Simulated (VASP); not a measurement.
# Bi (I4/mmm) in VASP: a series of runs, part 3 of 3

VASP 6.6.1. The steps go on from the part before.

### 5 Single point, PBEsol+D3(BJ) (27.34 Å³/atom)

This run uses another cell than the first one, of 27.34 Å³/atom.

Contents of INCAR:

```
ALGO = Fast
EDIFF = 1E-7
ENCUT = 520
GGA = PS
ISIF = 2
ISMEAR = 0
IVDW = 12
LASPH = T
LCHARG = T
LELF = T
LREAL = F
LVHAR = T
LWAVE = F
NBANDS = 14
NELM = 100
PREC = Accurate
SIGMA = 0.15
```

Contents of KPOINTS:

```
k-points
0
Gamma
  18 18 18
```

Contents of POSCAR:

```
Bi
1.0
   -1.9947999300      1.9947999300      1.7179216997
    1.9947999300     -1.9947999300      1.7179216997
    1.9947999300      1.9947999300     -1.7179216997
Bi
1
Direct
    0.0000000000      0.0000000000      0.0000000000
```

Potentials or basis: VASP PAW PBE potentials, release 64 (Bi_d).

Launch:

```console
$ cat potpaw_PBE.64/Bi_d/POTCAR > POTCAR
$ mpirun -np 1 vasp_std > vasp.out
```

OUTCAR:

```text
EDIFF = 1E-7
   ENCUT = 520
   GGA = PS
   ISIF = 2
   ISMEAR = 0
   IVDW = 12
   LASPH = T
   LREAL = F
   NELM = 100
   PREC = Accurate
 IVDW          = 12

 ion  position               nearest neighbor table
   1  0.000  0.000  0.000-

  LATTYP: Found a body centered tetragonal cell.
 ALAT       =     3.9895998600
 C/A-ratio  =     0.8612000000

  Lattice vectors:

 A1 = (  -1.9947999300,   1.9947999300,   1.7179216997)
 A2 = (   1.9947999300,  -1.9947999300,   1.7179216997)
 A3 = (   1.9947999300,   1.9947999300,  -1.7179216997)

Analysis of symmetry for initial positions (statically):
=====================================================================
 Subroutine PRICEL returns:
 Original cell was already a primitive cell.

 Routine SETGRP: Setting up the symmetry group for a
 body centered tetragonal supercell.

 Subroutine GETGRP returns: Found 16 space group operations
 (whereof 16 operations were pure point group operations)
 out of a pool of 16 trial point group operations.

The static configuration has the point symmetry D_4h.

Analysis of symmetry for dynamics (positions and initial velocities):
[... 171 lines left out ...]
      4     -13.5065      2.00000
      5     -13.3848      2.00000
      6      -5.0757      2.00000
      7      14.8714      0.00000
      8      14.8714      0.00000
      9      16.4746      0.00000
     10      19.5209      0.00000
     11      19.9595      0.00000
     12      19.9595      0.00000
     13      20.1125      0.00000
     14      21.5238      0.00000
[... 377 lines left out ...]
      1     -13.6397      2.00000
      2     -13.5726      2.00000
      3     -13.5060      2.00000
      4     -13.4797      2.00000
      5     -13.4082      2.00000
      6      -4.2130      2.00000
      7      10.8893      0.00000
      8      12.7701      0.00000
      9      14.0658      0.00000
     10      17.6354      0.00000
     11      18.9379      0.00000
     12      21.2187      0.00000
     13      22.2500      0.00000
     14      23.5063      0.00000

 [... further k-points ...]

------------------------ aborting loop because EDIFF is reached ----------------------------------------

 Edisp (eV)   -0.59953

 E8    (eV) :    -0.4293

  FORCE on cell =-STRESS in cart. coord.  units (eV):
  Direction    XX          YY          ZZ          XY          YZ          ZX
  --------------------------------------------------------------------------------------
  -------------------------------------------------------------------------------------
  Total       0.54615     0.54615     0.86863     0.00000     0.00000     0.00000
  in kB      32.00059    32.00059    50.89579     0.00000     0.00000     0.00000
  external pressure =       38.30 kB  Pullay stress =        0.00 kB

 VOLUME and BASIS-vectors are now :
 -----------------------------------------------------------------------------
  energy-cutoff  :      520.00
  volume of cell :       27.34
      direct lattice vectors                 reciprocal lattice vectors
    -1.994799930  1.994799930  1.717921700     0.000000000  0.250651703  0.291049353
     1.994799930 -1.994799930  1.717921700     0.250651703  0.000000000  0.291049353
     1.994799930  1.994799930 -1.717921700     0.250651703  0.250651703  0.000000000

 POSITION                                       TOTAL-FORCE (eV/Angst)
 -----------------------------------------------------------------------------------
      0.00000      0.00000      0.00000         0.000000     -0.000000      0.000000
 -----------------------------------------------------------------------------------
    total drift:                               -0.000000     -0.000000     -0.000000

  FREE ENERGIE OF THE ION-ELECTRON SYSTEM (eV)
  ---------------------------------------------------
  free  energy   TOTEN  =        -4.7461754679 eV

  energy  without entropy=       -4.7396381101  energy(sigma->0) =       -4.74290679
```

OSZICAR:

```text
N       E                     dE             d eps       ncg     rms          rms(c)
DAV:   1     0.113287403162E+03    0.11329E+03   -0.76983E+03 13650   0.128E+03
DAV:   2     0.220070846671E+01   -0.11109E+03   -0.10735E+03 14580   0.344E+02
DAV:   3    -0.401423299883E+01   -0.62149E+01   -0.61859E+01 16886   0.782E+01
DAV:   4    -0.415114913249E+01   -0.13692E+00   -0.13688E+00 17052   0.122E+01
DAV:   5    -0.415681139934E+01   -0.56623E-02   -0.56621E-02 18934   0.229E+00    0.524E-01
RMM:   6    -0.414911970425E+01    0.76917E-02   -0.71615E-03 16708   0.102E+00    0.286E-01
RMM:   7    -0.414663228351E+01    0.24874E-02   -0.58412E-03 16494   0.807E-01    0.715E-02
RMM:   8    -0.414661614214E+01    0.16141E-04   -0.11948E-03 19633   0.399E-01    0.929E-03
RMM:   9    -0.414664305032E+01   -0.26908E-04   -0.28446E-04 22512   0.147E-01    0.959E-03
RMM:  10    -0.414664485426E+01   -0.18039E-05   -0.36902E-05 19381   0.814E-02    0.492E-03
RMM:  11    -0.414664429426E+01    0.56000E-06   -0.18410E-05 20607   0.442E-02    0.155E-03
RMM:  12    -0.414664491437E+01   -0.62012E-06   -0.67435E-06 22651   0.220E-02    0.151E-03
RMM:  13    -0.414664477537E+01    0.13901E-06   -0.70595E-07 15123   0.711E-03    0.120E-03
RMM:  14    -0.414664468059E+01    0.94773E-07   -0.24770E-07 13254   0.657E-03
   1 F= -.47461755E+01 E0= -.47429068E+01  d E =-.653736E-02
```

Wall time 5.9 min (1 thread of Intel Xeon 8259CL, shared host); peak memory 0.3 GiB.

What came out:

* Free energy: -4.7462 eV
* Pressure: 3.8 GPa
* Band gap on the k mesh: zero (an odd number of electrons rules out a gap without spin polarisation)
* Dispersion energy per atom: -0.600 eV

Caveat: the cell stands under pressure; the PAW data sets were made with another functional, which shifts forces and pressure a little; spin-orbit coupling is left out, which moves the levels of the heavy elements.

### 6 Overview

```tsv
cell	further INCAR settings	gap on the mesh (eV)	pressure (GPa)
a = 3.245 Å, angles 107.5, 107.5, 113.5°, 1 atom	ALGO = Fast; EDIFF = 1e-06; NBANDS = 14	none	7.3
a = 3.279 Å, angles 116.0, 116.0, 97.0°, 1 atom	ALGO = Fast; EDIFF = 1e-06; NBANDS = 14	none	7.4
a = 3.245 Å, angles 111.6, 111.6, 105.4°, 1 atom	ALGO = Fast; EDIFF = 1e-06; NBANDS = 14	none	7.2
a = 3.303 Å, angles 105.7, 105.7, 117.3°, 1 atom	ALGO = Fast; EDIFF = 1e-07; NBANDS = 14	none	3.8
```

Alike in all rows: task single point; level PBEsol+D3(BJ); potentials or basis VASP PAW PBE potentials, release 64 (Bi_d); no spin polarisation; k mesh 18 × 18 × 18; cutoff (eV) 520; smearing gaussian 0.15 eV.

Caveats: the cell stands under pressure; the PAW data sets were made with another functional, which shifts forces and pressure a little; spin-orbit coupling is left out, which moves the levels of the heavy elements.

Absolute energies hang on the potentials; compare differences alone.
